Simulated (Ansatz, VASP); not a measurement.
CoO: VASP beside Ansatz

```
Co O
1.0
     2.61615    0.00000    0.00000
     0.00000    2.61615    0.00000
     0.00000    0.00000    2.61615
Co O
1 1
Direct
  0.00000 0.00000 0.00000
  0.50000 0.50000 0.50000
```

Alike in both runs: task single point; functional PBE; k mesh 16 × 16 × 16; occupations gaussian, width 0.1 eV; collinear spin.

|  | VASP | Ansatz |
| --- | --- | --- |
| version | VASP 6.6.1 | Ansatz 0.2.0 |
| potentials or method | VASP PAW PBE potentials, release 64 (Co, O), cutoff 520 eV | scalar-relativistic, plane waves, PAW |
| valence electrons in the cell | 15 | 23 |

```tsv
	VASP	Ansatz	Ansatz less VASP
gap on the k mesh at the Fermi level (eV)	none	none	-
pressure (GPa)	-0.5	0.0	+0.48
net moment per atom (μB)	1.50	1.50	0.000
size of the moment on the site where the two differ most (μB)	0.44	0.47	+0.024
```

Site moments also hang on the region over which each program counts them. A gap of «none» marks a metal or a gap that the smearing closes. VASP's potentials hold 15 valence electrons a cell and Ansatz's 23, so a difference there can come from the potentials and not from the codes.
